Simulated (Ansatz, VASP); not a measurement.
## Two plane-wave programs on H

Contents of POSCAR:

```
H
1.0
   -1.6915344700      1.6915344700      2.0584739900
    1.6915344700     -1.6915344700      2.0584739900
    1.6915344700      1.6915344700     -2.0584739900
H
2
Direct
    0.0901377100      0.0901377100      0.0000000000
    0.9098622900      0.9098622900      0.0000000000
```

Contents of INCAR.step1:

```
SYSTEM = H
  ALGO = Normal
  EDIFF = 1E-5
  ENCUT = 520
  GGA = PE
  ISIF = 2
  ISMEAR = -1
  LASPH = .True.
  LCHARG = .False.
  LREAL = .False.
  LWAVE = .True.
  NBANDS = 8
  NELM = 80
  PREC = Accurate
  SIGMA = 0.05
```

File INCAR.step2:

```
SYSTEM = H
  AEXX = 0.05
  ALGO = Normal
  EDIFF = 1E-6
  ENCUT = 520
  GGA = PE
  HFSCREEN = 0.2
  ISIF = 2
  ISMEAR = -1
  ISTART = 1
  LASPH = .True.
  LCHARG = .False.
  LHFCALC = .True.
  LREAL = .False.
  LWAVE = .False.
  NBANDS = 8
  NELM = 80
  PREC = Accurate
  PRECFOCK = Normal
  SIGMA = 0.05
```

Contents of KPOINTS:

```
k-points
0
Gamma
  6 6 6
  0 0 0
```

File input.yaml:

```yaml
crystal:
  lattice:
    - [-1.69153447, 1.69153447, 2.05847399]
    - [1.69153447, -1.69153447, 2.05847399]
    - [1.69153447, 1.69153447, -2.05847399]
  atoms:
    - { symbol: H, position: [0.09013771, 0.09013771, 0.0] }
    - { symbol: H, position: [0.90986229, 0.90986229, 0.0] }
hamiltonian:
  xc: { exchange: pbe, correlation: pbe, exx: { coeff: 0.05, omega: 0.2 } }
  pseudopotentials: { kind: paw }
kpoints:
  mp_grid: { grid: [6, 6, 6] }
scf:
  occupations: { method: fermi_dirac, width: 0.05 }
output:
  forces: true
  stress: true
  eigenvalues: true
```

Alike in both runs: task single point; functional PBE-based screened hybrid; k mesh 6 × 6 × 6; occupations fermi-dirac, width 0.05 eV; no spin polarisation.

```csv
,VASP,Ansatz
version,VASP 6.6.1,Ansatz 0.2.0
potentials or method,"VASP PAW PBE potentials, release 64 (H)",Ansatz PAW
plane-wave cutoff (eV),520,420
valence electrons in the cell,2,2
```

|  | VASP | Ansatz | Ansatz less VASP |
| --- | --- | --- | --- |
| gap on the k mesh at the Fermi level (eV) | 9.25 | 9.25 | +0.004 |
| least direct gap on the mesh (eV) | 10.07 | 10.07 | +0.004 |
| pressure (GPa) | 0.6 | 0.8 | +0.21 |
| traceless stress, the component that is largest in VASP (GPa) | 0.75 | 0.84 | +0.085 |
| rms of the force components (eV/Å) | 0.130 | 0.137 | +0.0069 |

VASP's potentials were made for PBE, not for PBE-based screened hybrid. Atom by atom the forces differ by 0.007 eV/Å (rms over components). The functional is the same, so the differences come from potentials, cutoffs and numerics.

The k mesh is coarse, so the values compare programs but aren't converged.
